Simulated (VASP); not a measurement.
# KRh (L10 type) (P4/mmm) in VASP: notebook, part 2 of 2

VASP 6.6.1.

### Step 3. Electric field gradients, LDA

The input, INCAR:

```
  PREC = Accurate
  ENCUT = 520
  EDIFF = 1E-8
  ISMEAR = -1
  SIGMA = 0.05
  LREAL = F
  LASPH = T
  NELM = 80
  ALGO = Normal
  ISIF = 2
  LWAVE = F
  LCHARG = F
  LEFG = T
  NBANDS = 19
```

The input, KPOINTS:

```
regular mesh
0
Gamma
  9 9 7
```

The input, POSCAR:

```
KRh
1.0
    2.6833142247      0.0000000000      0.0000000000
    0.0000000000      2.6833142247      0.0000000000
    0.0000000000      0.0000000000      5.2238820139
K Rh
1 1
Direct
    0.0000000000      0.0000000000      0.0000000000
    0.5000000000      0.5000000000      0.5000000000
```

Potentials or basis: VASP PAW LDA potentials, release 64 (K_sv, Rh_pv).

On the command line:

```sh
> cat potpaw_LDA.64/K_sv/POTCAR potpaw_LDA.64/Rh_pv/POTCAR > POTCAR
> mpirun -np 1 vasp_std > vasp.out
```

OUTCAR:

```text
PREC = Accurate
   ENCUT = 520
   EDIFF = 1E-8
   ISMEAR = -1
   LREAL = F
   LASPH = T
   NELM = 80
   ISIF = 2

 ion  position               nearest neighbor table
   1  0.000  0.000  0.000-   2 3.23   2 3.23   2 3.23   2 3.23   2 3.23   2 3.23   2 3.23   2 3.23

   2  0.500  0.500  0.500-   1 3.23   1 3.23   1 3.23   1 3.23   1 3.23   1 3.23   1 3.23   1 3.23

  LATTYP: Found a simple tetragonal cell.
 ALAT       =     2.6833142247
 C/A-ratio  =     1.9468021918

  Lattice vectors:

 A1 = (   2.6833142247,   0.0000000000,   0.0000000000)
 A2 = (   0.0000000000,   2.6833142247,   0.0000000000)
 A3 = (   0.0000000000,   0.0000000000,   5.2238820139)

Analysis of symmetry for initial positions (statically):
=====================================================================
 Subroutine PRICEL returns:
 Original cell was already a primitive cell.

 Routine SETGRP: Setting up the symmetry group for a
 simple tetragonal supercell.

 Subroutine GETGRP returns: Found 16 space group operations
 (whereof 16 operations were pure point group operations)
 out of a pool of 16 trial point group operations.

The static configuration has the point symmetry D_4h.

Analysis of symmetry for dynamics (positions and initial velocities):
=====================================================================
 Subroutine PRICEL returns:
 Original cell was already a primitive cell.

 Routine SETGRP: Setting up the symmetry group for a
 simple tetragonal supercell.

 Subroutine GETGRP returns: Found 16 space group operations
 (whereof 16 operations were pure point group operations)
 out of a pool of 16 trial point group operations.

The dynamic configuration has the point symmetry D_4h.

 Subroutine INISYM returns: Found 16 space group operations
 (whereof 16 operations are pure point group operations),
 and found     1 'primitive' translations

----------------------------------------------------------------------------------------

                                     Primitive cell

  volume of cell :      37.6129

  direct lattice vectors                    reciprocal lattice vectors
     2.683314225  0.000000000  0.000000000     0.372673461  0.000000000  0.000000000
     0.000000000  2.683314225  0.000000000     0.000000000  0.372673461  0.000000000
     0.000000000  0.000000000  5.223882014     0.000000000  0.000000000  0.191428520

  length of vectors
     2.683314225  2.683314225  5.223882014     0.372673461  0.372673461  0.191428520

  position of ions in fractional coordinates (direct lattice)
     0.000000000  0.000000000  0.000000000
     0.500000000  0.500000000  0.500000000

  ion indices of the primitive-cell ions
   primitive index   ion index
                 1           1
                 2           2

----------------------------------------------------------------------------------------

 KPOINTS: regular mesh

Automatic generation of k-mesh.
 Grid dimensions read from file:
 generate k-points for:    9    9    7
[... 70 lines left out ...]
   ISIF   =      2    stress and relaxation
   ISYM   =      2    0-nonsym 1-usesym 2-fastsym
   POTIM  = 0.5000    time-step for ionic-motion
   TEBEG  =    0.0;   TEEND  =   0.0 temperature during run
   PSTRESS=    0.0 pullay stress
   NELECT =      24.0000    total number of electrons
   NUPDOWN=      -1.0000    fix difference up-down
   EMIN   =  10.00;   EMAX   =-10.00  energy-range for DOS
   EFERMI =   0.00;   METHOD = LEGACY
   ISMEAR =    -1;   SIGMA  =   0.05  broadening in eV -4-tet -1-fermi 0-gaus
   EFERMI_NEDOS =   21; number of points for ismear=-14 and -15
   IALGO  =     38    algorithm
   IMIX   =      4    mixing-type and parameters
     AMIX     =   0.40;   BMIX     =  1.00
     AMIX_MAG =   1.60;   BMIX_MAG =  1.00
  volume/ion in A,a.u.               =      18.81       126.91
  Fermi-wavevector in a.u.,A,eV,Ry     =   1.409396  2.663373 27.026582  1.986398
  Thomas-Fermi vector in A             =   2.531456
   LORBIT       =      0    0 simple, 1 ext, 2 COOP (PROOUT), +10 PAW based schemes
   GGA     = CA    functional components
   LHFCALC =     F    Hartree Fock is set to
   AEXX    =    0.0000 exact exchange contribution
   IVDW    =     0    specifies the selected vdW correction
   LEPSILON=     F    determine dielectric tensor
   LRPA    =     F    only Hartree local field effects (RPA)
 non-spin polarized calculation
  energy-cutoff  :      520.00
  volume of cell :       37.61
 maximum number of plane-waves:      1033
 NGX is ok and might be reduce to    20
   NGX =  9   NGY =  9   NGZ = 19

 number of electron      23.9999996 magnetization

 Free energy of the ion-electron system (eV)
  ---------------------------------------------------
  ext. energy  EPLUGINS =         0.00000000
  ---------------------------------------------------
  free energy    TOTEN  =        -8.20658186 eV

  energy without entropy =       -8.18334112  energy(sigma->0) =       -8.19496149

 E-fermi :   5.5490     XC(G=0): -11.5071

 val. band max:        5.5346964579   @ k =   0.3333   0.1111   0.2857
 cond. band min:       5.5600269978   @ k =   0.2222   0.0000   0.0000
 fundamental gap:      0.0253305398
 Fermi energy:         5.5490293832

 k-point     1 :       0.0000    0.0000    0.0000
  band No.  band energies     occupation
      1     -39.7556      2.00000
      2     -39.7556      2.00000
      3     -39.6951      2.00000
      4     -26.2099      2.00000
      5      -9.6544      2.00000
      6      -8.0895      2.00000
[... 505 lines left out ...]
      6      -9.0158      2.00000
[... 11 lines left out ...]
     18      14.7120      0.00000
     19      15.7311      0.00000

 [... further k-points ...]

------------------------ aborting loop because EDIFF is reached ----------------------------------------

  FORCE on cell =-STRESS in cart. coord.  units (eV):
  Direction    XX          YY          ZZ          XY          YZ          ZX
  --------------------------------------------------------------------------------------
  -------------------------------------------------------------------------------------
  Total        0.3374811      0.3374811     -0.1739803      0.0000000      0.0000000      0.0000000
  in kB       14.3755228     14.3755228     -7.4109546      0.0000000      0.0000000      0.0000000
  external PRESSURE =       7.1133637 kB  Pullay stress =       0.0000000 kB

 VOLUME and BASIS-vectors are now :
 -----------------------------------------------------------------------------
  energy-cutoff  :      520.00
  volume of cell :       37.61
      direct lattice vectors                 reciprocal lattice vectors
     2.683314225  0.000000000  0.000000000     0.372673461  0.000000000  0.000000000
     0.000000000  2.683314225  0.000000000     0.000000000  0.372673461  0.000000000
     0.000000000  0.000000000  5.223882014     0.000000000  0.000000000  0.191428520

 POSITION                                       TOTAL-FORCE (eV/Angst)
 -----------------------------------------------------------------------------------
      0.00000      0.00000      0.00000         0.000000      0.000000      0.000000
      1.34166      1.34166      2.61194         0.000000      0.000000      0.000000
 -----------------------------------------------------------------------------------
    total drift:                               -0.000000      0.000000      0.000000

  FREE ENERGIE OF THE ION-ELECTRON SYSTEM (eV)
  ---------------------------------------------------
  free  energy   TOTEN  =        -8.2065818643 eV

  energy  without entropy=       -8.1833411246  energy(sigma->0) =       -8.19496149

 Electric field gradients (V/A^2)
---------------------------------------------------------------------
 ion       V_xx      V_yy      V_zz      V_xy      V_xz      V_yz
---------------------------------------------------------------------
   1      43.292    43.292   -86.584     0.000     0.000     0.000
   2       9.365     9.365   -18.730     0.000    -0.000     0.000
---------------------------------------------------------------------

 Electric field gradients after diagonalization (V/A^2)
 (convention: |V_zz| > |V_xx| > |V_yy|)
----------------------------------------------------------------------
 ion       V_xx      V_yy      V_zz     asymmetry (V_yy - V_xx)/ V_zz
----------------------------------------------------------------------
   1      43.292    43.292   -86.584       0.000
   2       9.365     9.365   -18.730       0.000
----------------------------------------------------------------------

           NMR quadrupolar parameters

 Cq : quadrupolar parameter    Cq=e*Q*V_zz/h
 eta: asymmetry parameters     (V_yy - V_xx)/ V_zz
 Q  : nuclear electric quadrupole moment in mb (millibarn)
----------------------------------------------------------------------
 ion       Cq(MHz)       eta       Q (mb)
----------------------------------------------------------------------
   1      -0.209       0.000       1.000
   2      -0.045       0.000       1.000
----------------------------------------------------------------------
```

Wall time 30 s (1 thread of AMD EPYC 7R43 (Zen 3), shared host); peak memory 0.12 GiB.

What came out:

```
Free energy                             : -8.2066 eV
Pressure                                : 0.7 GPa
Band gap on the k mesh                  : zero (bands 12 and 13 overlap by 1.96 eV)
Largest electric field gradient by atom : K -86.6; Rh -18.7 V/Å²
```

Levels at points of the mesh, in eV from the Fermi level:
| k point | band 8 | band 9 | band 10 | band 11 | band 12 | band 13 | band 14 | band 15 | band 16 | band 17 |
| --- | --- | --- | --- | --- | --- | --- | --- | --- | --- | --- |
| (0.00, 0.00, 0.00) | -5.00 | -3.76 | -2.69 | -0.11 | -0.11 | 0.74 | 2.46 | 2.70 | 3.22 | 10.02 |

Electric field gradients, principal values (V/Å²):
| atom | least | middle | greatest (by size) |
| --- | --- | --- | --- |
| 1 K | 43.292 | 43.292 | -86.584 |
| 2 Rh | 9.365 | 9.365 | -18.730 |

Caveat: without QUAD_EFG the Cq values of the log hold for a quadrupole moment of 1 mb, not for the nuclei.
